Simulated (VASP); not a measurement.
# P (Pm-3m) in VASP: notebook, part 2 of 2

VASP 6.6.1. The steps go on from the part before.

## (3) Single point, PBE

This run uses another cell than the first one, of 15.19 Å³/atom.

Input file INCAR:

```
  PREC = Accurate
  ENCUT = 520
  EDIFF = 1E-7
  ISMEAR = -1
  SIGMA = 0.06122561905347299
  LREAL = F
  LASPH = T
  NELM = 60
  ALGO = Normal
  ISIF = 2
  LWAVE = F
  LCHARG = F
  GGA = PE
  NBANDS = 8
```

Input file KPOINTS:

```
Automatic mesh
0
Gamma
  44 44 44
```

Input file POSCAR:

```
P
1.0
    2.4765672242      0.0000000000      0.0000000000
    0.0000000000      2.4765672242      0.0000000000
    0.0000000000      0.0000000000      2.4765672242
P
1
Direct
    0.0000000000      0.0000000000      0.0000000000
```

Potentials or basis: VASP PAW PBE potentials, release 64 (P).

Run with:

```
> cat potpaw_PBE.64/P/POTCAR > POTCAR
> mpirun -np 1 vasp_std > vasp.out
```

OUTCAR:

```text
PREC = Accurate
   ENCUT = 520
   EDIFF = 1E-7
   ISMEAR = -1
   LREAL = F
   LASPH = T
   NELM = 60
   ISIF = 2
   GGA = PE

 ion  position               nearest neighbor table
   1  0.000  0.000  0.000-

  LATTYP: Found a simple cubic cell.
 ALAT       =     2.4765672242

  Lattice vectors:

 A1 = (   2.4765672242,   0.0000000000,   0.0000000000)
 A2 = (   0.0000000000,   2.4765672242,   0.0000000000)
 A3 = (   0.0000000000,   0.0000000000,   2.4765672242)

Analysis of symmetry for initial positions (statically):
=====================================================================
 Subroutine PRICEL returns:
 Original cell was already a primitive cell.

 Routine SETGRP: Setting up the symmetry group for a
 simple cubic supercell.

 Subroutine GETGRP returns: Found 48 space group operations
 (whereof 48 operations were pure point group operations)
 out of a pool of 48 trial point group operations.

The static configuration has the point symmetry O_h .

Analysis of symmetry for dynamics (positions and initial velocities):
=====================================================================
 Subroutine PRICEL returns:
 Original cell was already a primitive cell.

 Routine SETGRP: Setting up the symmetry group for a
 simple cubic supercell.

 Subroutine GETGRP returns: Found 48 space group operations
 (whereof 48 operations were pure point group operations)
 out of a pool of 48 trial point group operations.

The dynamic configuration has the point symmetry O_h .

 Subroutine INISYM returns: Found 48 space group operations
 (whereof 48 operations are pure point group operations),
 and found     1 'primitive' translations

----------------------------------------------------------------------------------------

                                     Primitive cell

  volume of cell :      15.1897

  direct lattice vectors                    reciprocal lattice vectors
     2.476567224  0.000000000  0.000000000     0.403784719  0.000000000  0.000000000
     0.000000000  2.476567224  0.000000000     0.000000000  0.403784719  0.000000000
     0.000000000  0.000000000  2.476567224     0.000000000  0.000000000  0.403784719

  length of vectors
     2.476567224  2.476567224  2.476567224     0.403784719  0.403784719  0.403784719

  position of ions in fractional coordinates (direct lattice)
     0.000000000  0.000000000  0.000000000

  ion indices of the primitive-cell ions
   primitive index   ion index
                 1           1

----------------------------------------------------------------------------------------

 KPOINTS: Automatic mesh

Automatic generation of k-mesh.
 Grid dimensions read from file:
 generate k-points for:   44   44   44

 Generating k-lattice:

  Cartesian coordinates                     Fractional coordinates (reciprocal lattice)
     0.009176925  0.000000000  0.000000000     0.022727273  0.000000000  0.000000000
     0.000000000  0.009176925  0.000000000     0.000000000  0.022727273  0.000000000
     0.000000000  0.000000000  0.009176925     0.000000000  0.000000000  0.022727273

  Length of vectors
     0.009176925  0.009176925  0.009176925

  Shift w.r.t. Gamma in fractional coordinates (k-lattice)
     0.000000000  0.000000000  0.000000000

 Subroutine IBZKPT returns following result:
 ===========================================

 Found   2300 irreducible k-points:

 Following reciprocal coordinates:
            Coordinates               Weight
  0.000000  0.000000  0.000000      1.000000
  0.022727  0.000000  0.000000      6.000000
  0.045455  0.000000  0.000000      6.000000
  0.068182  0.000000  0.000000      6.000000
  0.090909  0.000000  0.000000      6.000000
  0.113636  0.000000  0.000000      6.000000
[... 16 lines left out ...]
  0.500000  0.000000  0.000000      3.000000
  0.022727  0.022727  0.000000     12.000000
 [... further k-points ...]
   k-points           NKPTS =   2300   k-points in BZ     NKDIM =   2300   number of bands    NBANDS=      8
   number of dos      NEDOS =    301   number of ions     NIONS =      1
   total plane-waves  NPLWV =   5832
   dimension x,y,z NGX =    18 NGY =   18 NGZ =   18
   dimension x,y,z NGXF=    36 NGYF=   36 NGZF=   36
   ions per type =               1
   NGX,Y,Z   is equivalent  to a cutoff of  12.08, 12.08, 12.08 a.u.
   NGXF,Y,Z  is equivalent  to a cutoff of  24.17, 24.17, 24.17 a.u.
 SYSTEM =  unknown system
   PREC   = accura    normal or accurate (medium, high low for compatibility)
   ISTART =      0    job   : 0-new  1-cont  2-samecut
   ICHARG =      2    charge: 1-file 2-atom 10-const
   ISPIN  =      1    spin polarized calculation?
   LNONCOLLINEAR =      F non collinear calculations
   LSORBIT =      F    spin-orbit coupling
   LASPH  =      T    aspherical Exc in radial PAW
   ENCUT  =  520.0 eV  38.22 Ry    6.18 a.u.   4.60  4.60  4.60*2*pi/ulx,y,z
   NELM   =     60;   NELMIN=  2; NELMDL= -5     # of ELM steps
   EDIFF  = 0.1E-06   stopping-criterion for ELM
   LREAL  =      F    real-space projection
   EDIFFG = 0.1E-05   stopping-criterion for IOM
   NSW    =      0    number of steps for IOM
   IBRION =     -1    ionic relax: 0-MD 1-quasi-New 2-CG
   NFREE  =      0    steps in history (QN), initial steepest desc. (CG)
   ISIF   =      2    stress and relaxation
   ISYM   =      2    0-nonsym 1-usesym 2-fastsym
   POTIM  = 0.5000    time-step for ionic-motion
   TEBEG  =    0.0;   TEEND  =   0.0 temperature during run
   PSTRESS=    0.0 pullay stress
   NELECT =       5.0000    total number of electrons
   NUPDOWN=      -1.0000    fix difference up-down
   EMIN   =  10.00;   EMAX   =-10.00  energy-range for DOS
   EFERMI =   0.00;   METHOD = LEGACY
   ISMEAR =    -1;   SIGMA  =   0.06  broadening in eV -4-tet -1-fermi 0-gaus
   EFERMI_NEDOS =   21; number of points for ismear=-14 and -15
   IALGO  =     38    algorithm
   IMIX   =      4    mixing-type and parameters
     AMIX     =   0.40;   BMIX     =  1.00
     AMIX_MAG =   1.60;   BMIX_MAG =  1.00
  volume/ion in A,a.u.               =      15.19       102.51
  Fermi-wavevector in a.u.,A,eV,Ry     =   1.130355  2.136060 17.384185  1.277702
  Thomas-Fermi vector in A             =   2.267051
   LORBIT       =      0    0 simple, 1 ext, 2 COOP (PROOUT), +10 PAW based schemes
   GGA     = PE    functional components
   LHFCALC =     F    Hartree Fock is set to
   AEXX    =    0.0000 exact exchange contribution
   IVDW    =     0    specifies the selected vdW correction
   LEPSILON=     F    determine dielectric tensor
   LRPA    =     F    only Hartree local field effects (RPA)
 non-spin polarized calculation
  energy-cutoff  :      520.00
  volume of cell :       15.19
 maximum number of plane-waves:       437
   NGX =  9   NGY =  9   NGZ =  9

 number of electron       5.0000001 magnetization

 Free energy of the ion-electron system (eV)
  ---------------------------------------------------
  ext. energy  EPLUGINS =         0.00000000
  ---------------------------------------------------
  free energy    TOTEN  =        -5.26681219 eV

  energy without entropy =       -5.26252104  energy(sigma->0) =       -5.26466661

 E-fermi :   9.0638     XC(G=0): -11.0919

 val. band max:        9.0635797086   @ k =   0.4773   0.2727   0.2727
 cond. band min:       9.0646375048   @ k =   0.1591   0.0000   0.0000
 fundamental gap:      0.0010577962
 Fermi energy:         9.0638380684

 k-point     1 :       0.0000    0.0000    0.0000
  band No.  band energies     occupation
      1      -7.0249      2.00000
      2      13.8424      0.00000
      3      13.8424      0.00000
      4      13.8424      0.00000
      5      15.9138      0.00000
      6      15.9138      0.00000
      7      22.8341      0.00000
      8      32.9258      0.00000

 k-point     2 :       0.0227    0.0000    0.0000
  band No.  band energies     occupation
      1      -7.0136      2.00000
      2      13.5532      0.00000
      3      13.8513      0.00000
      4      13.8513      0.00000
      5      15.9230      0.00000
      6      16.1897      0.00000
      7      22.8731      0.00000
      8      32.8307      0.00000
[... 221 lines left out ...]
 k-point    23 :       0.5000    0.0000    0.0000
  band No.  band energies     occupation
      1      -2.9186      2.00000
      2       0.7489      2.00000
      3      16.4877      0.00000
      4      16.4877      0.00000
      5      18.3847      0.00000
      6      23.2435      0.00000
      7      23.2435      0.00000
      8      25.4288      0.00000

 k-point    24 :       0.0227    0.0227    0.0000
  band No.  band energies     occupation
      1      -7.0022      2.00000
      2      13.4770      0.00000
      3      13.6553      0.00000
      4      13.8602      0.00000
      5      16.0704      0.00000
      6      16.3199      0.00000
      7      22.9114      0.00000
      8      32.7626      0.00000

 [... further k-points ...]
[... 5 lines left out ...]
  --------------------------------------------------------------------------------------
  -------------------------------------------------------------------------------------
  Total       -0.3616239     -0.3616239     -0.3616239      0.0000000     -0.0000000      0.0000000
  in kB      -38.1432193    -38.1432193    -38.1432193      0.0000000     -0.0000000      0.0000000
  external PRESSURE =     -38.1432193 kB  Pullay stress =       0.0000000 kB

 VOLUME and BASIS-vectors are now :
 -----------------------------------------------------------------------------
  energy-cutoff  :      520.00
  volume of cell :       15.19
      direct lattice vectors                 reciprocal lattice vectors
     2.476567224  0.000000000  0.000000000     0.403784719  0.000000000  0.000000000
     0.000000000  2.476567224  0.000000000     0.000000000  0.403784719  0.000000000
     0.000000000  0.000000000  2.476567224     0.000000000  0.000000000  0.403784719

 POSITION                                       TOTAL-FORCE (eV/Angst)
 -----------------------------------------------------------------------------------
      0.00000      0.00000      0.00000         0.000000      0.000000      0.000000
 -----------------------------------------------------------------------------------
    total drift:                                0.000000     -0.000000      0.000000

  FREE ENERGIE OF THE ION-ELECTRON SYSTEM (eV)
  ---------------------------------------------------
  free  energy   TOTEN  =        -5.2668121887 eV

  energy  without entropy=       -5.2625210407  energy(sigma->0) =       -5.26466661
```

OSZICAR:

```text
N       E                     dE             d eps       ncg     rms          rms(c)
DAV:   1     0.783579318661E+00    0.78358E+00   -0.21099E+03 38216   0.448E+02
DAV:   2    -0.520057661320E+01   -0.59842E+01   -0.57061E+01 53448   0.493E+01
DAV:   3    -0.526226081541E+01   -0.61684E-01   -0.61569E-01 41392   0.550E+00
DAV:   4    -0.526236306884E+01   -0.10225E-03   -0.10225E-03 59840   0.245E-01
DAV:   5    -0.526236317871E+01   -0.10987E-06   -0.10977E-06 41648   0.424E-03    0.430E+00
DAV:   6    -0.526484893898E+01   -0.24858E-02   -0.52426E-04 49536   0.215E-01    0.253E+00
DAV:   7    -0.526671230476E+01   -0.18634E-02   -0.16817E-03 44112   0.358E-01    0.114E-01
DAV:   8    -0.526680834183E+01   -0.96037E-04   -0.93705E-05 51608   0.729E-02    0.668E-03
DAV:   9    -0.526681191659E+01   -0.35748E-05   -0.23254E-06 48600   0.117E-02    0.299E-03
DAV:  10    -0.526681214703E+01   -0.23044E-06   -0.95852E-07 47424   0.674E-03    0.393E-04
DAV:  11    -0.526681218870E+01   -0.41667E-07   -0.42374E-09 31904   0.490E-04
   1 F= -.52668122E+01 E0= -.52646666E+01  d E =-.429115E-02
```

Run time: 86 s. Hardware: 1 thread of AMD EPYC 9R45 (Zen 5), shared host; peak memory 0.29 GiB.

What came out:

```
Free energy            : -5.2668 eV
Pressure               : -3.8 GPa
Band gap on the k mesh : zero (an odd number of electrons rules out a gap without spin polarisation)
```

Levels at points of the mesh, in eV from the Fermi level:
```csv
k point,band 1,band 2,band 3,band 4,band 5,band 6
"(0.00, 0.00, 0.00)",-16.09,4.78,4.78,4.78,6.85,6.85
"(0.50, 0.00, 0.00)",-11.98,-8.31,7.42,7.42,9.32,14.18
"(0.50, 0.50, 0.00)",-7.56,-5.08,-5.08,1.24,9.86,16.60
"(0.50, 0.50, 0.50)",-2.15,-2.15,-2.15,-2.14,4.81,4.81
```

Caveat: the cell stands under tension; an odd number of electrons without spin polarisation forces a metal; a magnetic or distorted state may lie lower.

## (4) Single point, PBE

This run uses another cell than the first one, of 15.48 Å³/atom.

Input file INCAR:

```
SYSTEM = P
PREC = Accurate ; ENCUT = 520
EDIFF = 1E-7 ; ISMEAR = -1
SIGMA = 0.06122561905347299 ; LREAL = .FALSE.
LASPH = .TRUE. ; NELM = 60
ALGO = Normal ; ISIF = 2
LWAVE = .FALSE. ; LCHARG = .TRUE.
GGA = PE ; LELF = .TRUE.
LVHAR = .TRUE. ; NBANDS = 8
```

Input file KPOINTS:

```
Automatic mesh
0
G
  44 44 44
  0 0 0
```

Input file POSCAR:

```
P
1.0
    2.4923419631      0.0000000000      0.0000000000
    0.0000000000      2.4923419631      0.0000000000
    0.0000000000      0.0000000000      2.4923419631
P
1
Direct
    0.0000000000      0.0000000000      0.0000000000
```

Run with:

```
> cat potpaw_PBE.64/P/POTCAR > POTCAR
> mpirun -np 1 vasp_std > vasp.out
```

Run time: 88 s. Hardware: 1 thread of AMD EPYC 9R45 (Zen 5), shared host; peak memory 0.3 GiB.

It converged, with:

| Quantity | Value |
| --- | --- |
| Free energy | -5.2584 eV |
| Pressure | -5.5 GPa |
| Band gap on the k mesh | zero (an odd number of electrons rules out a gap without spin polarisation) |

Levels at points of the mesh, in eV from the Fermi level:
| k point | band 1 | band 2 | band 3 | band 4 | band 5 | band 6 |
| --- | --- | --- | --- | --- | --- | --- |
| (0.00, 0.00, 0.00) | -15.89 | 4.69 | 4.69 | 4.69 | 6.88 | 6.88 |
| (0.50, 0.00, 0.00) | -11.88 | -8.15 | 7.26 | 7.26 | 9.32 | 14.11 |
| (0.50, 0.50, 0.00) | -7.57 | -4.98 | -4.98 | 1.36 | 9.62 | 16.39 |
| (0.50, 0.50, 0.50) | -2.34 | -2.11 | -2.11 | -2.11 | 4.88 | 4.88 |

Caveat: the cell stands under tension; an odd number of electrons without spin polarisation forces a metal; a magnetic or distorted state may lie lower.

## (5) Summary

| cell | gap on the mesh (eV) | pressure (GPa) |
| --- | --- | --- |
| a = 2.461 Å, 1 atom | none | -2.0 |
| a = 2.477 Å, 1 atom | none | -3.8 |
| a = 2.492 Å, 1 atom | none | -5.5 |

Alike in all rows: task single point; level PBE; potentials or basis VASP PAW PBE potentials, release 64 (P); no spin polarisation; k mesh 44 × 44 × 44; cutoff (eV) 520; smearing fermi-dirac 0.0612256 eV.

Caveats: an odd number of electrons without spin polarisation forces a metal; a magnetic or distorted state may lie lower; the cell stands under tension (at least some runs).

Total energies depend on the potentials used, so only differences within one code and one set of settings carry meaning.
